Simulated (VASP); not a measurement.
# Zn (P6_3/mmc) in VASP: density of states with PBE

Aim: the density of states of Zn with PBE.

Everything below comes from runs of VASP 6.6.1. Logs are shortened: lines on timing, memory, paths and dates and some standing lists are left out, and cuts for length are marked.

### 1 The cell of the first run

Symmetry: P6_3/mmc, No. 194, hexagonal system. Conventional cell: a = 2.633 Å, b = 2.633 Å, c = 5.108 Å, α = 90.00°, β = 90.00°, γ = 120.00°. Zn (site symmetry -6m2) has 12 Zn at 2.63 to 2.97 Å within 3.5 Å.

### 2 Density of states, PBE

POSCAR reads:

```
Zn
1.0
    2.6333228696      0.0000000000      0.0000000000
   -1.3166614348      2.2805245014      0.0000000000
    0.0000000000      0.0000000000      5.1082439737
Zn
2
Direct
    0.3333333333      0.6666666667      0.2500000000
    0.6666666667      0.3333333333      0.7500000000
```

INCAR.step1 reads:

```
ALGO = Fast
EDIFF = 1E-6
ENCUT = 520
GGA = PE
ISIF = 2
ISMEAR = 0
LASPH = T
LCHARG = T
LREAL = F
LWAVE = F
NBANDS = 19
NELM = 100
PREC = Accurate
SIGMA = 0.1
```

KPOINTS.step1 reads:

```
k-points
0
Gamma
  18 18 8
```

INCAR.step2 reads:

```
ALGO = Fast
EDIFF = 1E-6
ENCUT = 520
GGA = PE
ICHARG = 11
ISIF = 2
ISMEAR = -5
LASPH = T
LCHARG = F
LORBIT = 11
LREAL = F
LWAVE = F
NEDOS = 2001
NELM = 100
PREC = Accurate
SIGMA = 0.1
```

KPOINTS.step2 reads:

```
k-points
0
Gamma
  27 27 12
```

Potentials or basis: VASP PAW PBE potentials, release 64 (Zn).

Command:

```
$ cat potpaw_PBE.64/Zn/POTCAR > POTCAR
$ cp INCAR.step1 INCAR
$ cp KPOINTS.step1 KPOINTS
$ mpirun -np 1 vasp_std > vasp.out
$ cp INCAR.step2 INCAR
$ cp KPOINTS.step2 KPOINTS
$ mpirun -np 1 vasp_std > vasp.out
```

OUTCAR:

```text
EDIFF = 1E-6
   ENCUT = 520
   GGA = PE
   ICHARG = 11
   ISIF = 2
   ISMEAR = -5
   LASPH = T
   LORBIT = 11
   LREAL = F
   NELM = 100
   PREC = Accurate

 ion  position               nearest neighbor table
   1  0.333  0.667  0.250-   2 2.97   2 2.97   2 2.97   2 2.97   2 2.97   2 2.97
   2  0.667  0.333  0.750-   1 2.97   1 2.97   1 2.97   1 2.97   1 2.97   1 2.97

  LATTYP: Found a hexagonal cell.
 ALAT       =     2.6333228696
 C/A-ratio  =     1.9398471918

  Lattice vectors:

 A1 = (   2.6333228696,   0.0000000000,   0.0000000000)
 A2 = (  -1.3166614348,   2.2805245014,   0.0000000000)
 A3 = (   0.0000000000,   0.0000000000,   5.1082439737)

Analysis of symmetry for initial positions (statically):
=====================================================================
 Subroutine PRICEL returns:
 Original cell was already a primitive cell.

 Routine SETGRP: Setting up the symmetry group for a
 hexagonal supercell.

 Subroutine GETGRP returns: Found 24 space group operations
 (whereof 12 operations were pure point group operations)
 out of a pool of 24 trial point group operations.

The static configuration has the point symmetry D_3d.
 The point group associated with its full space group is D_6h.

Analysis of symmetry for dynamics (positions and initial velocities):
=====================================================================
 Subroutine PRICEL returns:
 Original cell was already a primitive cell.

 Routine SETGRP: Setting up the symmetry group for a
 hexagonal supercell.

 Subroutine GETGRP returns: Found 24 space group operations
 (whereof 12 operations were pure point group operations)
 out of a pool of 24 trial point group operations.

The dynamic configuration has the point symmetry D_3d.
 The point group associated with its full space group is D_6h.

 Subroutine INISYM returns: Found 24 space group operations
 (whereof 12 operations are pure point group operations),
 and found     1 'primitive' translations

----------------------------------------------------------------------------------------

                                     Primitive cell

  volume of cell :      30.6768

  direct lattice vectors                    reciprocal lattice vectors
     2.633322870  0.000000000  0.000000000     0.379748344  0.219247809  0.000000000
    -1.316661435  2.280524501  0.000000000     0.000000000  0.438495618  0.000000000
     0.000000000  0.000000000  5.108243974     0.000000000  0.000000000  0.195761989

  length of vectors
     2.633322870  2.633322870  5.108243974     0.438495618  0.438495618  0.195761989

  position of ions in fractional coordinates (direct lattice)
     0.333333333  0.666666667  0.250000000
     0.666666667  0.333333333  0.750000000

  ion indices of the primitive-cell ions
   primitive index   ion index
                 1           1
                 2           2

----------------------------------------------------------------------------------------

 KPOINTS: k-points

Automatic generation of k-mesh.
 Grid dimensions read from file:
 generate k-points for:   27   27   12

 Generating k-lattice:

  Cartesian coordinates                     Fractional coordinates (reciprocal lattice)
     0.014064753  0.008120289  0.000000000     0.037037037  0.000000000  0.000000000
     0.000000000  0.016240578  0.000000000     0.000000000  0.037037037  0.000000000
     0.000000000  0.000000000  0.016313499     0.000000000  0.000000000  0.083333333

  Length of vectors
     0.016240578  0.016240578  0.016313499

  Shift w.r.t. Gamma in fractional coordinates (k-lattice)
     0.000000000  0.000000000  0.000000000

 TETIRR: Found   8868 inequivalent tetrahedra from    52488

 Subroutine IBZKPT returns following result:
 ===========================================

 Found    525 irreducible k-points:

 Following reciprocal coordinates:
            Coordinates               Weight
  0.000000  0.000000  0.000000      1.000000
  0.037037  0.000000  0.000000      6.000000
  0.074074  0.000000  0.000000      6.000000
  0.111111  0.000000  0.000000      6.000000
  0.148148  0.000000  0.000000      6.000000
  0.185185  0.000000  0.000000      6.000000
[... 16 lines left out ...]
  0.333333  0.037037  0.000000     12.000000
  0.370370  0.037037  0.000000     12.000000
 [... further k-points ...]
   k-points           NKPTS =    525   k-points in BZ     NKDIM =    525   number of bands    NBANDS=     16
   number of dos      NEDOS =   2001   number of ions     NIONS =      2
   total plane-waves  NPLWV =  16000
   dimension x,y,z NGX =    20 NGY =   20 NGZ =   40
   dimension x,y,z NGXF=    40 NGYF=   40 NGZF=   80
   ions per type =               2
   NGX,Y,Z   is equivalent  to a cutoff of  12.63, 12.63, 13.02 a.u.
   NGXF,Y,Z  is equivalent  to a cutoff of  25.25, 25.25, 26.04 a.u.
 SYSTEM =  unknown system
   PREC   = accura    normal or accurate (medium, high low for compatibility)
   ISTART =      0    job   : 0-new  1-cont  2-samecut
   ICHARG =     11    charge: 1-file 2-atom 10-const
   ISPIN  =      1    spin polarized calculation?
   LNONCOLLINEAR =      F non collinear calculations
   LSORBIT =      F    spin-orbit coupling
   LASPH  =      T    aspherical Exc in radial PAW
   ENCUT  =  520.0 eV  38.22 Ry    6.18 a.u.   4.90  4.90  9.50*2*pi/ulx,y,z
   NELM   =    100;   NELMIN=  2; NELMDL=  0     # of ELM steps
   EDIFF  = 0.1E-05   stopping-criterion for ELM
   LREAL  =      F    real-space projection
   EDIFFG = 0.1E-04   stopping-criterion for IOM
   NSW    =      0    number of steps for IOM
   IBRION =     -1    ionic relax: 0-MD 1-quasi-New 2-CG
   NFREE  =      0    steps in history (QN), initial steepest desc. (CG)
   ISIF   =      2    stress and relaxation
   ISYM   =      2    0-nonsym 1-usesym 2-fastsym
   POTIM  = 0.5000    time-step for ionic-motion
   TEBEG  =    0.0;   TEEND  =   0.0 temperature during run
   PSTRESS=    0.0 pullay stress
   NELECT =      24.0000    total number of electrons
   NUPDOWN=      -1.0000    fix difference up-down
   EMIN   =  10.00;   EMAX   =-10.00  energy-range for DOS
   EFERMI =   0.00;   METHOD = LEGACY
   ISMEAR =    -5;   SIGMA  =   0.10  broadening in eV -4-tet -1-fermi 0-gaus
   EFERMI_NEDOS =   21; number of points for ismear=-14 and -15
   IALGO  =     68    algorithm
   IMIX   =      4    mixing-type and parameters
     AMIX     =   0.40;   BMIX     =  1.00
     AMIX_MAG =   1.60;   BMIX_MAG =  1.00
  volume/ion in A,a.u.               =      15.34       103.51
  Fermi-wavevector in a.u.,A,eV,Ry     =   1.508488  2.850628 30.960532  2.275535
  Thomas-Fermi vector in A             =   2.618935
   LORBIT       =     11    0 simple, 1 ext, 2 COOP (PROOUT), +10 PAW based schemes
   GGA     = PE    functional components
   LHFCALC =     F    Hartree Fock is set to
   AEXX    =    0.0000 exact exchange contribution
   IVDW    =     0    specifies the selected vdW correction
   LEPSILON=     F    determine dielectric tensor
   LRPA    =     F    only Hartree local field effects (RPA)
 non-spin polarized calculation
 RMM-DIIS sequential band-by-band and
 Fermi weights with tetrahedron method with Bloechl corrections
  energy-cutoff  :      520.00
  volume of cell :       30.68
 maximum number of plane-waves:       849
 NGX is ok and might be reduce to    20

 number of electron      23.9999999 magnetization

 Free energy of the ion-electron system (eV)
  ---------------------------------------------------
  ext. energy  EPLUGINS =         0.00000000
  ---------------------------------------------------
  free energy    TOTEN  =        -2.21447037 eV

  energy without entropy =       -2.21447037  energy(sigma->0) =       -2.21447037

 E-fermi :   2.9770     XC(G=0): -11.4959

 val. band max:        3.0509485099   @ k =   0.3333   0.1111   0.0000
 cond. band min:       2.9791512825   @ k =   0.3704   0.2593   0.3333
 fundamental gap:     -0.0717972275
 Fermi energy:         2.9770297856

 k-point     1 :       0.0000    0.0000    0.0000
  band No.  band energies     occupation
      1      -7.3024      2.00000
      2      -5.6294      2.00000
      3      -4.9162      2.00000
      4      -4.6443      2.00000
      5      -4.6443      2.00000
      6      -4.6049      2.00000
[... 8 lines left out ...]
     15      19.0045      0.00000
     16      21.2813      0.00000

 k-point     2 :       0.0370    0.0000    0.0000
  band No.  band energies     occupation
      1      -7.2604      2.00000
      2      -5.6093      2.00000
      3      -4.9109      2.00000
      4      -4.6494      2.00000
      5      -4.6341      2.00000
      6      -4.6101      2.00000
[... 8 lines left out ...]
     15      18.9970      0.00000
     16      20.3262      0.00000

 k-point     3 :       0.0741    0.0000    0.0000
  band No.  band energies     occupation
      1      -7.1349      2.00000
      2      -5.5513      2.00000
      3      -4.8958      2.00000
      4      -4.6635      2.00000
      5      -4.6239      2.00000
      6      -4.6042      2.00000
[... 8 lines left out ...]
     15      18.4580      0.00000
     16      19.1492      0.00000

 k-point     4 :       0.1111    0.0000    0.0000
  band No.  band energies     occupation
      1      -6.9284      2.00000
      2      -5.4627      2.00000
      3      -4.8743      2.00000
      4      -4.6831      2.00000
      5      -4.6403      2.00000
      6      -4.5557      2.00000
[... 8 lines left out ...]
     15      16.7103      0.00000
     16      19.0454      0.00000

 k-point     5 :       0.1481    0.0000    0.0000
  band No.  band energies     occupation
      1      -6.6460      2.00000
      2      -5.3571      2.00000
      3      -4.8524      2.00000
      4      -4.7048      2.00000
      5      -4.6431      2.00000
      6      -4.4908      2.00000
[... 8 lines left out ...]
     15      15.8769      0.00000
     16      18.0958      0.00000

 k-point     6 :       0.1852    0.0000    0.0000
  band No.  band energies     occupation
      1      -6.2996      2.00000
      2      -5.2578      2.00000
      3      -4.8312      2.00000
      4      -4.7225      2.00000
      5      -4.6089      2.00000
      6      -4.5474      2.00000
[... 8 lines left out ...]
     15      16.2049      0.00000
     16      17.2886      0.00000
[... 267 lines left out ...]
 k-point    21 :       0.2593    0.0370    0.0000
  band No.  band energies     occupation
      1      -5.4393      2.00000
      2      -5.1819      2.00000
      3      -4.8293      2.00000
      4      -4.7160      2.00000
      5      -4.5911      2.00000
      6      -4.4946      2.00000
[... 8 lines left out ...]
     15      14.2071      0.00000
     16      14.9868      0.00000

 k-point    22 :       0.2963    0.0370    0.0000
  band No.  band energies     occupation
      1      -5.3321      2.00000
      2      -5.2112      2.00000
      3      -4.9168      2.00000
      4      -4.6486      2.00000
      5      -4.5467      2.00000
      6      -4.4629      2.00000
[... 8 lines left out ...]
     15      12.7016      0.00000
     16      13.8959      0.00000

 k-point    23 :       0.3333    0.0370    0.0000
  band No.  band energies     occupation
      1      -5.3221      2.00000
      2      -5.2421      2.00000
      3      -4.9884      2.00000
      4      -4.5938      2.00000
      5      -4.5862      2.00000
      6      -4.4020      2.00000
[... 8 lines left out ...]
     15      11.2586      0.00000
     16      12.5912      0.00000

 k-point    24 :       0.3704    0.0370    0.0000
  band No.  band energies     occupation
      1      -5.3439      2.00000
      2      -5.2699      2.00000
      3      -5.0437      2.00000
      4      -4.6334      2.00000
      5      -4.5342      2.00000
      6      -4.4209      2.00000
[... 8 lines left out ...]
     15       9.8928      0.00000
     16      11.3439      0.00000

 [... further k-points ...]

------------------------ aborting loop because EDIFF is reached ----------------------------------------

  FORCE on cell =-STRESS in cart. coord.  units (eV):
  Direction    XX          YY          ZZ          XY          YZ          ZX
  --------------------------------------------------------------------------------------
  -------------------------------------------------------------------------------------
  Total        0.1025486      0.1025486      0.0179730      0.0000000     -0.0000000      0.0000000
  in kB        5.3558652      5.3558652      0.9386886      0.0000000     -0.0000000      0.0000000
  external PRESSURE =       3.8834730 kB  Pullay stress =       0.0000000 kB

 VOLUME and BASIS-vectors are now :
 -----------------------------------------------------------------------------
  energy-cutoff  :      520.00
  volume of cell :       30.68
      direct lattice vectors                 reciprocal lattice vectors
     2.633322870  0.000000000  0.000000000     0.379748344  0.219247809  0.000000000
    -1.316661435  2.280524501  0.000000000     0.000000000  0.438495618  0.000000000
     0.000000000  0.000000000  5.108243974     0.000000000  0.000000000  0.195761989

 POSITION                                       TOTAL-FORCE (eV/Angst)
 -----------------------------------------------------------------------------------
     -0.00000      1.52035      1.27706        -0.000000      0.000000      0.000000
      1.31666      0.76017      3.83118         0.000000     -0.000000      0.000000
 -----------------------------------------------------------------------------------
    total drift:                               -0.000000      0.000000     -0.000000

  FREE ENERGIE OF THE ION-ELECTRON SYSTEM (eV)
  ---------------------------------------------------
  free  energy   TOTEN  =        -2.2144703695 eV

  energy  without entropy=       -2.2144703695  energy(sigma->0) =       -2.21447037

 total charge

# of ion       s       p       d       tot
------------------------------------------
    1        0.599   0.449   9.720  10.767
    2        0.599   0.449   9.720  10.767
--------------------------------------------------
tot          1.197   0.898  19.439  21.534
```

Run time: 1.7 min. Hardware: 1 thread of Intel Xeon Platinum 8488C (Sapphire Rapids), shared host; peak memory 0.32 GiB.

Results:

- Valence electrons inside the program's atomic spheres: Zn 10.77

Levels at points of the mesh, in eV from the Fermi level:
| k point | band 9 | band 10 | band 11 | band 12 | band 13 | band 14 | band 15 | band 16 |
| --- | --- | --- | --- | --- | --- | --- | --- | --- |
| (0.00, 0.00, 0.00) | -7.19 | -7.03 | -7.03 | -3.70 | -3.46 | 12.19 | 16.03 | 18.30 |
| (0.00, 0.00, 0.50) | -7.10 | -7.10 | -7.10 | -7.10 | 3.83 | 3.83 | 19.49 | 19.50 |

Caveat: tetrahedron occupations give inexact forces and stress in metals.
